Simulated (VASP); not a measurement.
# Cs2Au (P6/mmm) in VASP: relaxation of cell and atoms with PBE

Aim: the relaxation of cell and atoms of Cs2Au with PBE.

Everything below comes from runs of VASP 6.6.1. Logs are shortened: lines on timing, memory, paths and dates and some standing lists are left out, and cuts for length are marked.

### 1 The cell of the first run

It takes space group P6/mmm (No. 191, hexagonal). The conventional cell has a = 4.792 Å, b = 4.792 Å, c = 5.311 Å, α = 90.00°, β = 90.00°, γ = 120.00°. Cs (site symmetry -6m2) has 3 Cs at 2.77 Å within 3.6 Å. Within 5.0 Å of Au (site symmetry 6/mmm) lie 12 Cs at 3.83 Å and 6 Au at 4.79 Å.

The cell was generated, and may not be a known phase.

### 2 Relaxation of cell and atoms, PBE

Input file INCAR:

```
SYSTEM = Cs2Au
  PREC = Accurate
  ENCUT = 540
  EDIFF = 1E-7
  ISMEAR = 0
  SIGMA = 0.1
  LREAL = .False.
  LASPH = .True.
  NELM = 120
  ALGO = Normal
  ISIF = 3
  LWAVE = .False.
  LCHARG = .False.
  GGA = PE
  IBRION = 2
  NSW = 90
  EDIFFG = -0.04
  GGA_COMPAT = .False.
  NELMIN = 4
```

Input file KPOINTS:

```
regular mesh
0
Gamma
  6 6 4
  0 0 0
```

Input file POSCAR:

```
Cs2Au
1.0
    4.7919823000      0.0000000000      0.0000000000
   -2.3959911500      4.1499784100      0.0000000000
    0.0000000000      0.0000000000      5.3108592500
Cs Au
2 1
Direct
    0.3333333300      0.6666666700      0.5000000000
    0.6666666700      0.3333333300      0.5000000000
    0.0000000000      0.0000000000      0.0000000000
```

Potentials or basis: VASP PAW PBE potentials, release 64 (Cs_sv, Au_sv_GW).

On the command line:

```bash
> cat potpaw_PBE.64/Cs_sv/POTCAR potpaw_PBE.64/Au_sv_GW/POTCAR > POTCAR
> mpirun -np 1 vasp_std > vasp.out
```

OUTCAR:

```text
SYSTEM = Cs2Au
   PREC = Accurate
   ENCUT = 540
   EDIFF = 1E-7
   ISMEAR = 0
   LREAL = .False.
   LASPH = .True.
   NELM = 120
   ISIF = 3
   GGA = PE
   IBRION = 2
   NSW = 90
   EDIFFG = -0.04
   NELMIN = 4

 ion  position               nearest neighbor table
   1  0.333  0.667  0.500-   2 2.77   2 2.77   2 2.77
   2  0.667  0.333  0.500-   1 2.77   1 2.77   1 2.77
   3  0.000  0.000  0.000-

  LATTYP: Found a hexagonal cell.
 ALAT       =     4.7919823000
 C/A-ratio  =     1.1082802309

  Lattice vectors:

 A1 = (   4.7919823000,   0.0000000000,   0.0000000000)
 A2 = (  -2.3959911500,   4.1499784100,   0.0000000000)
 A3 = (   0.0000000000,   0.0000000000,   5.3108592500)

Analysis of symmetry for initial positions (statically):
=====================================================================
 Subroutine PRICEL returns:
 Original cell was already a primitive cell.

 Routine SETGRP: Setting up the symmetry group for a
 hexagonal supercell.

 Subroutine GETGRP returns: Found 24 space group operations
 (whereof 24 operations were pure point group operations)
 out of a pool of 24 trial point group operations.

The static configuration has the point symmetry D_6h.

Analysis of symmetry for dynamics (positions and initial velocities):
=====================================================================
 Subroutine PRICEL returns:
 Original cell was already a primitive cell.

 Routine SETGRP: Setting up the symmetry group for a
 hexagonal supercell.

 Subroutine GETGRP returns: Found 24 space group operations
 (whereof 24 operations were pure point group operations)
 out of a pool of 24 trial point group operations.

The dynamic configuration has the point symmetry D_6h.

 Subroutine INISYM returns: Found 24 space group operations
 (whereof 24 operations are pure point group operations),
 and found     1 'primitive' translations

----------------------------------------------------------------------------------------

                                     Primitive cell

  volume of cell :     105.6151

[... 80 lines left out ...]
   ISPIN  =      1    spin polarized calculation?
   LNONCOLLINEAR =      F non collinear calculations
   LSORBIT =      F    spin-orbit coupling
   LASPH  =      T    aspherical Exc in radial PAW
   ENCUT  =  540.0 eV  39.69 Ry    6.30 a.u.   9.08  9.08 10.06*2*pi/ulx,y,z
   NELM   =    120;   NELMIN=  4; NELMDL= -5     # of ELM steps
   EDIFF  = 0.1E-06   stopping-criterion for ELM
   LREAL  =      F    real-space projection
   EDIFFG = -.4E-01   stopping-criterion for IOM
   NSW    =     90    number of steps for IOM
   IBRION =      2    ionic relax: 0-MD 1-quasi-New 2-CG
   NFREE  =      1    steps in history (QN), initial steepest desc. (CG)
   ISIF   =      3    stress and relaxation
   ISYM   =      2    0-nonsym 1-usesym 2-fastsym
   POTIM  = 0.5000    time-step for ionic-motion
   TEBEG  =    0.0;   TEEND  =   0.0 temperature during run
   PSTRESS=    0.0 pullay stress
   NELECT =      37.0000    total number of electrons
   NUPDOWN=      -1.0000    fix difference up-down
   EMIN   =  10.00;   EMAX   =-10.00  energy-range for DOS
   EFERMI =   0.00;   METHOD = LEGACY
   ISMEAR =     0;   SIGMA  =   0.10  broadening in eV -4-tet -1-fermi 0-gaus
   EFERMI_NEDOS =   21; number of points for ismear=-14 and -15
   IALGO  =     38    algorithm
   IMIX   =      4    mixing-type and parameters
     AMIX     =   0.40;   BMIX     =  1.00
     AMIX_MAG =   1.60;   BMIX_MAG =  1.00
  volume/ion in A,a.u.               =      35.21       237.58
  Fermi-wavevector in a.u.,A,eV,Ry     =   1.154073  2.180883 18.121404  1.331886
  Thomas-Fermi vector in A             =   2.290713
   LORBIT       =      0    0 simple, 1 ext, 2 COOP (PROOUT), +10 PAW based schemes
   GGA     = PE    functional components
   LHFCALC =     F    Hartree Fock is set to
   AEXX    =    0.0000 exact exchange contribution
   IVDW    =     0    specifies the selected vdW correction
   LEPSILON=     F    determine dielectric tensor
   LRPA    =     F    only Hartree local field effects (RPA)
 conjugate gradient relaxation of ions
 non-spin polarized calculation
 Gauss-broadening in eV      SIGMA  =   0.10
  energy-cutoff  :      540.00
  volume of cell :      105.62
 maximum number of plane-waves:      3048
   NGX = 19   NGY = 19   NGZ = 21

--------------------------------------- Ionic step        1  -------------------------------------------

 number of electron      37.0000007 magnetization

 Free energy of the ion-electron system (eV)
  ---------------------------------------------------
  ext. energy  EPLUGINS =         0.00000000
  ---------------------------------------------------
  free energy    TOTEN  =        -0.13781594 eV

  energy without entropy =       -0.13182715  energy(sigma->0) =       -0.13482155

------------------------ aborting loop because EDIFF is reached ----------------------------------------

  FORCE on cell =-STRESS in cart. coord.  units (eV):
  Direction    XX          YY          ZZ          XY          YZ          ZX
  --------------------------------------------------------------------------------------
  -------------------------------------------------------------------------------------
  Total       18.8866271     18.8866272     -2.5824277      0.0000000     -0.0000000      0.0000000
  in kB      286.5095841    286.5095846    -39.1753538      0.0000000     -0.0000000      0.0000000
  external PRESSURE =     177.9479383 kB  Pullay stress =       0.0000000 kB
[... 92 lines left out ...]
  FREE ENERGIE OF THE ION-ELECTRON SYSTEM (eV)
  ---------------------------------------------------
  free  energy   TOTEN  =        -3.7603390553 eV

  energy  without entropy=       -3.7355825285  energy(sigma->0) =       -3.74796079

[... ionic steps 4 to 7 ...]

--------------------------------------- Ionic step        8  -------------------------------------------

 number of electron      37.0000031 magnetization

------------------------ aborting loop because EDIFF is reached ----------------------------------------
[... 69 lines left out ...]
--------------------------------------- Ionic step       10  -------------------------------------------

 number of electron      37.0000020 magnetization

 Free energy of the ion-electron system (eV)
  ---------------------------------------------------
  ext. energy  EPLUGINS =         0.00000000
  ---------------------------------------------------
  free energy    TOTEN  =        -3.99079898 eV

  energy without entropy =       -3.97309796  energy(sigma->0) =       -3.98194847

 E-fermi :   3.2263     XC(G=0):  -8.0625

 val. band max:        3.2018564040   @ k =   0.3333   0.3333   0.5000
 cond. band min:       3.2856548580   @ k =   0.5000  -0.0000   0.2500
 fundamental gap:      0.0837984541
 Fermi energy:         3.2263011346

 k-point     1 :       0.0000    0.0000    0.0000
  band No.  band energies     occupation
      1    -101.9944      2.00000
      2     -53.3529      2.00000
      3     -53.3529      2.00000
      4     -53.2803      2.00000
      5     -21.0672      2.00000
      6     -20.6708      2.00000
[... 544 lines left out ...]
  FREE ENERGIE OF THE ION-ELECTRON SYSTEM (eV)
  ---------------------------------------------------
  free  energy   TOTEN  =        -3.9907989752 eV

  energy  without entropy=       -3.9730979557  energy(sigma->0) =       -3.98194847

 reached required accuracy - stopping structural energy minimisation
```

OSZICAR:

```text
N       E                     dE             d eps       ncg     rms          rms(c)
DAV:   1     0.448604101557E+03    0.44860E+03   -0.18128E+04  1194   0.175E+03
DAV:   2     0.583575355095E+02   -0.39025E+03   -0.38078E+03  1510   0.602E+02
[... 124 lines left out ...]
DAV:   6    -0.399083380866E+01   -0.23642E-03   -0.10766E-03  1334   0.515E-01    0.751E-02
DAV:   7    -0.399080284651E+01    0.30962E-04   -0.12589E-04  1304   0.786E-02    0.182E-02
DAV:   8    -0.399079826627E+01    0.45802E-05   -0.19841E-05  1320   0.296E-02    0.499E-03
DAV:   9    -0.399079849196E+01   -0.22569E-06   -0.19492E-06  1366   0.910E-03    0.249E-03
DAV:  10    -0.399079904894E+01   -0.55698E-06   -0.32438E-07   838   0.580E-03    0.176E-03
DAV:  11    -0.399079897522E+01    0.73714E-07   -0.45011E-08   564   0.395E-03
  10 F= -.39907990E+01 E0= -.39819485E+01  d E =-.324540E-02
```

CONTCAR:

```text
Cs2Au
   1.00000000000000
     6.2390302990627102    0.0000000000000000    0.0000000000000000
    -3.1195151495313551    5.4031587410531206   -0.0000000000000000
    -0.0000000000000000    0.0000000000000000    4.1390861905079355
  Cs              Au
     2     1
Direct
     0.3333333300000021    0.6666666699999979    0.5000000000000000
     0.6666666699999979    0.3333333300000021    0.5000000000000000
     0.0000000000000000    0.0000000000000000    0.0000000000000000

  0.00000000E+00  0.00000000E+00  0.00000000E+00
  0.00000000E+00  0.00000000E+00  0.00000000E+00
  0.00000000E+00  0.00000000E+00  0.00000000E+00
```

It took 6.5 min on 1 thread of Intel Xeon Platinum 8259CL at 2.50GHz (Skylake/Cascade Lake), shared host; peak memory 0.27 GiB.

Results:

| Quantity | Value |
| --- | --- |
| Free energy | -3.9908 eV |
| Relaxed volume | 46.51 Å³/atom |
| Relaxed cell | a = 6.239 Å, b = 6.239 Å, c = 4.139 Å, α = 90.00°, β = 90.00°, γ = 120.00° |
| Space group after relaxing (to 0.1 Å) | P6/mmm (No. 191) |
| Energy gained by relaxing | 1284.3 meV/atom |
| Ionic steps | 10 |
| Pressure after relaxing | -0.1 GPa |
| Band gap on the k mesh | zero (an odd number of electrons rules out a gap without spin polarisation) |

Stress tensor (GPa, compression positive):
```
-0.09  0.00  0.00
 0.00 -0.09  0.00
 0.00  0.00  0.00
```

The path:
```
step  energy change (eV)  largest force (eV/Å)  pressure (GPa)  volume (Å³)
   1              0.0000                0.0000           17.79       105.62
   2             -3.6157                0.0000           -0.61       172.06
   3             -3.6225                0.0000           -0.69       174.13
   4             -3.7209                0.0000           -0.53       166.83
   5             -3.8061                0.0000           -0.31       157.34
   6             -3.8438                0.0000           -0.15       138.35
   7             -3.8493                0.0000           -0.23       144.02
   8             -3.8497                0.0000           -0.23       142.96
   9             -3.8497                0.0000           -0.22       142.34
  10             -3.8530                0.0000           -0.06       139.53
```

Final structure:
```
Cs Au
1.0
     6.23903    0.00000    0.00000
    -3.11952    5.40316    0.00000
     0.00000    0.00000    4.13909
Cs Au
2 1
Cartesian
  0.0000 3.6021 2.0695
  3.1195 1.8011 2.0695
  0.0000 0.0000 0.0000
```

Levels at points of the mesh, in eV from the Fermi level:
| k point | band 15 | band 16 | band 17 | band 18 | band 19 | band 20 | band 21 | band 22 |
| --- | --- | --- | --- | --- | --- | --- | --- | --- |
| (0.00, 0.00, 0.00) | -3.61 | -3.61 | -3.46 | -3.46 | 0.61 | 0.77 | 0.77 | 1.99 |
| (0.50, 0.00, 0.00) | -3.61 | -3.46 | -3.44 | -3.38 | -0.85 | 0.83 | 0.92 | 1.84 |
| (0.00, 0.00, 0.50) | -3.65 | -3.65 | -3.42 | -2.10 | -0.48 | 0.84 | 0.84 | 1.41 |
| (0.50, 0.00, 0.50) | -3.61 | -3.59 | -3.55 | -2.42 | -0.37 | 0.22 | 0.89 | 2.34 |

Caveat: the volume moved by over 15 % at a fixed basis, so the end points are rough; spin-orbit coupling is left out, which moves the levels of the heavy elements.

The gap in the log of VASP goes by the Fermi energy; the results here count the filled bands.